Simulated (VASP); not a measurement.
# Fe (P6_3/mmc) in VASP: notebook, part 2 of 2

VASP 6.6.1. The steps go on from the part before.

**3. Single point, PBE, collinear spin, ferromagnetic start**

This run uses another cell than the first one, of 12.03 Å³/atom.

Contents of INCAR:

```
SYSTEM = Fe
PREC = Accurate
ENCUT = 520
EDIFF = 1E-6
ISMEAR = -1
SIGMA = 0.08
LREAL = .FALSE.
LASPH = .TRUE.
NELM = 150
ALGO = Normal
ISIF = 2
LWAVE = .FALSE.
LCHARG = .FALSE.
ISPIN = 2
MAGMOM = 2.5 2.5 2.5 2.5
LORBIT = 11
LMAXMIX = 4
GGA = PE
NBANDS = 28
```

Contents of KPOINTS:

```
regular mesh
0
G
  15 15 4
  0 0 0
```

Contents of POSCAR:

```
Fe
1.0
    2.5350385439      0.0000000000      0.0000000000
   -1.2675192720      2.1954077786      0.0000000000
    0.0000000000      0.0000000000      8.6496762016
Fe
4
Direct
    0.0000000000      0.0000000000      0.0000000000
    0.0000000000      0.0000000000      0.5000000000
    0.3333333333      0.6666666667      0.2500000000
    0.6666666667      0.3333333333      0.7500000000
```

Potentials or basis: VASP PAW PBE potentials, release 64 (Fe).

Started as:

```
$ cat potpaw_PBE.64/Fe/POTCAR > POTCAR
$ mpirun -np 1 vasp_std > vasp.out
```

OUTCAR:

```text
SYSTEM = Fe
   PREC = Accurate
   ENCUT = 520
   EDIFF = 1E-6
   ISMEAR = -1
   LREAL = .FALSE.
   LASPH = .TRUE.
   NELM = 150
   ISIF = 2
   ISPIN = 2
   LORBIT = 11
   GGA = PE

 ion  position               nearest neighbor table
   1  0.000  0.000  0.000-   3 2.61   4 2.61   4 2.61   3 2.61   4 2.61   3 2.61
   2  0.000  0.000  0.500-   3 2.61   4 2.61   4 2.61   3 2.61   4 2.61   3 2.61
   3  0.333  0.667  0.250-   1 2.61   2 2.61   1 2.61   2 2.61   1 2.61   2 2.61
   4  0.667  0.333  0.750-   1 2.61   2 2.61   1 2.61   2 2.61   1 2.61   2 2.61

  LATTYP: Found a hexagonal cell.
 ALAT       =     2.5350385439
 C/A-ratio  =     3.4120491866

  Lattice vectors:

 A1 = (   2.5350385439,   0.0000000000,   0.0000000000)
 A2 = (  -1.2675192720,   2.1954077786,   0.0000000000)
 A3 = (   0.0000000000,   0.0000000000,   8.6496762016)

Analysis of symmetry for initial positions (statically):
=====================================================================
 Subroutine PRICEL returns:
 Original cell was already a primitive cell.

 Routine SETGRP: Setting up the symmetry group for a
 hexagonal supercell.

 Subroutine GETGRP returns: Found 24 space group operations
 (whereof 12 operations were pure point group operations)
 out of a pool of 24 trial point group operations.

The static configuration has the point symmetry D_3d.
 The point group associated with its full space group is D_6h.

Analysis of symmetry for dynamics (positions and initial velocities):
=====================================================================
 Subroutine PRICEL returns:
 Original cell was already a primitive cell.

 Routine SETGRP: Setting up the symmetry group for a
 hexagonal supercell.

 Subroutine GETGRP returns: Found 24 space group operations
 (whereof 12 operations were pure point group operations)
 out of a pool of 24 trial point group operations.

The dynamic configuration has the point symmetry D_3d.
 The point group associated with its full space group is D_6h.

Analysis of structural, dynamic, and magnetic symmetry:
[... 168 lines left out ...]
 val. band max:        5.4913973894   @ k =   0.0667   0.0000   0.5000
 cond. band min:       5.4938030332   @ k =   0.2000   0.0667   0.5000
 fundamental gap:      0.0024056438
 Fermi energy:         5.4930402656

 spin component 1

 k-point     1 :       0.0000    0.0000    0.0000
  band No.  band energies     occupation
      1      -2.8979      1.00000
      2      -0.9484      1.00000
      3      -0.9257      1.00000
      4       0.6143      1.00000
      5       2.6564      1.00000
      6       2.7075      1.00000
[... 733 lines left out ...]
     27      14.7543      0.00000
     28      16.0956      0.00000

 [... further k-points ...]

 spin component 2

 k-point     1 :       0.0000    0.0000    0.0000
  band No.  band energies     occupation
      1      -2.6289      1.00000
      2      -0.5995      1.00000
      3      -0.5861      1.00000
      4       1.9072      1.00000
      5       4.5276      0.99999
      6       4.5456      0.99999
[... 733 lines left out ...]
     27      15.6427      0.00000
     28      17.0214      0.00000

 [... further k-points ...]

------------------------ aborting loop because EDIFF is reached ----------------------------------------

  FORCE on cell =-STRESS in cart. coord.  units (eV):
  Direction    XX          YY          ZZ          XY          YZ          ZX
  --------------------------------------------------------------------------------------
  -------------------------------------------------------------------------------------
  Total       -0.0377397     -0.0377397     -0.0147546      0.0000000      0.0000000      0.0000000
  in kB       -1.2560563     -1.2560563     -0.4910646      0.0000000      0.0000000      0.0000000
  external PRESSURE =      -1.0010591 kB  Pullay stress =       0.0000000 kB

 VOLUME and BASIS-vectors are now :
 -----------------------------------------------------------------------------
  energy-cutoff  :      520.00
  volume of cell :       48.14
      direct lattice vectors                 reciprocal lattice vectors
     2.535038544  0.000000000  0.000000000     0.394471320  0.227748123  0.000000000
    -1.267519272  2.195407779  0.000000000     0.000000000  0.455496245  0.000000000
     0.000000000  0.000000000  8.649676202     0.000000000  0.000000000  0.115611264

 POSITION                                       TOTAL-FORCE (eV/Angst)
 -----------------------------------------------------------------------------------
      0.00000      0.00000      0.00000        -0.000000      0.000000      0.000000
      0.00000      0.00000      4.32484        -0.000000      0.000000      0.000000
     -0.00000      1.46361      2.16242         0.000000     -0.000000      0.000000
      1.26752      0.73180      6.48726        -0.000000      0.000000     -0.000000
 -----------------------------------------------------------------------------------
    total drift:                                0.000000     -0.000000      0.000000

  FREE ENERGIE OF THE ION-ELECTRON SYSTEM (eV)
  ---------------------------------------------------
  free  energy   TOTEN  =       -32.3204899432 eV

  energy  without entropy=      -32.2134717353  energy(sigma->0) =      -32.26698084

 total charge

# of ion       s       p       d       tot
------------------------------------------
    1        0.474   0.491   6.197   7.162
    2        0.474   0.491   6.197   7.162
    3        0.473   0.492   6.196   7.161
    4        0.473   0.492   6.196   7.161
--------------------------------------------------
tot          1.893   1.968  24.787  28.648

 magnetization (x)

# of ion       s       p       d       tot
------------------------------------------
    1       -0.016  -0.040   2.622   2.567
    2       -0.016  -0.040   2.622   2.567
    3       -0.015  -0.040   2.622   2.567
    4       -0.015  -0.040   2.622   2.567
--------------------------------------------------
tot         -0.062  -0.159  10.488  10.267
```

OSZICAR:

```text
N       E                     dE             d eps       ncg     rms          rms(c)
DAV:   1     0.224235341563E+03    0.22424E+03   -0.14098E+04  9272   0.149E+03
DAV:   2    -0.241717690086E+02   -0.24841E+03   -0.23292E+03  9076   0.301E+02
DAV:   3    -0.364348258377E+02   -0.12263E+02   -0.11257E+02  9816   0.942E+01
DAV:   4    -0.365945364967E+02   -0.15971E+00   -0.15936E+00 10028   0.120E+01
DAV:   5    -0.365958918414E+02   -0.13553E-02   -0.13553E-02 10096   0.873E-01    0.220E+01
DAV:   6    -0.323696754228E+02    0.42262E+01   -0.32862E+01  9820   0.811E+01    0.147E+01
DAV:   7    -0.321490866335E+02    0.22059E+00   -0.35444E+00  9960   0.257E+01    0.566E+00
DAV:   8    -0.323401684133E+02   -0.19108E+00   -0.95558E-01 13316   0.120E+01    0.625E+00
DAV:   9    -0.324603886683E+02   -0.12022E+00   -0.32798E+00 11784   0.225E+01    0.746E+00
DAV:  10    -0.322446390496E+02    0.21575E+00   -0.98571E-01 13328   0.134E+01    0.227E+00
DAV:  11    -0.322954277339E+02   -0.50789E-01   -0.63447E-02 10576   0.246E+00    0.102E+00
DAV:  12    -0.323181068130E+02   -0.22679E-01   -0.35188E-02 11016   0.242E+00    0.539E-01
DAV:  13    -0.323203820788E+02   -0.22753E-02   -0.24427E-03 10160   0.545E-01    0.153E-01
DAV:  14    -0.323204590722E+02   -0.76993E-04   -0.12700E-04 10056   0.186E-01    0.947E-02
DAV:  15    -0.323204913984E+02   -0.32326E-04   -0.36186E-05 13116   0.942E-02    0.271E-02
DAV:  16    -0.323204899437E+02    0.14547E-05   -0.84852E-06  9728   0.372E-02    0.814E-03
DAV:  17    -0.323204899432E+02    0.49386E-09   -0.19758E-06  6356   0.138E-02
   1 F= -.32320490E+02 E0= -.32266981E+02  d E =-.107018E+00  mag=    10.3019
```

stdout:

```text
POSCAR found type information on POSCAR Fe
 POSCAR found :  1 types and       4 ions
 scaLAPACK will be used
 LDA part: xc-table for (Slater+PW92), standard interpolation
 POSCAR, INCAR and KPOINTS ok, starting setup
 FFT: planning ... GRIDC
 FFT: planning ... GRID_SOFT
 FFT: planning ... GRID
 WAVECAR not read
 entering main loop
```

Wall time 4.5 min (1 thread of Intel Xeon Platinum 8259CL at 2.50GHz (Skylake/Cascade Lake), shared host); peak memory 0.28 GiB.

What came out:

```yaml
Free_energy: -32.3205 eV
Pressure: -0.1 GPa
Net_moment: 10.30 μB per cell
Site_moments: Fe +2.57 μB
Valence_electrons_inside_the_program's_atomic_spheres: Fe 7.16
```

Stress tensor (GPa, compression positive):
```
-0.13  0.00  0.00
 0.00 -0.13  0.00
 0.00  0.00 -0.05
```

**4. Relaxation of shape and atoms at fixed volume, PBE, collinear spin, ferromagnetic start**

This run uses another cell than the first one, of 5.42 Å³/atom.

Contents of INCAR:

```
SYSTEM = Fe
PREC = Accurate ; ENCUT = 600
EDIFF = 1E-7 ; ISMEAR = -1
SIGMA = 0.08 ; LREAL = .FALSE.
LASPH = .TRUE. ; NELM = 150
ALGO = Normal ; ISIF = 4
LWAVE = .FALSE. ; LCHARG = .FALSE.
ISPIN = 2 ; MAGMOM = 2.5 2.5 2.5 2.5
LORBIT = 11 ; LMAXMIX = 4
GGA = PE ; IBRION = 2
NSW = 50 ; EDIFFG = -0.005
```

KPOINTS is that of step 3.

Contents of POSCAR:

```
Fe
1.0
    1.9426239477      0.0000000000      0.0000000000
   -0.9713119738      1.6823616887      0.0000000000
    0.0000000000      0.0000000000      6.6283284604
Fe
4
Direct
    0.0000000000      0.0000000000      0.0000000000
    0.0000000000      0.0000000000      0.5000000000
    0.3333333333      0.6666666667      0.2500000000
    0.6666666667      0.3333333333      0.7500000000
```

Started as:

```
$ cat potpaw_PBE.64/Fe/POTCAR > POTCAR
$ mpirun -np 1 vasp_std > vasp.out
```

Wall time 5.5 min (1 thread of Intel Xeon Platinum 8259CL at 2.50GHz (Skylake/Cascade Lake), shared host); peak memory 0.21 GiB.

The run converged, but its numbers aren't listed here, since they failed a check.

Caveat: atoms lie so close that the PAW spheres overlap strongly, which falsifies energies and pressures; the moments typed at the start vanished in this run.
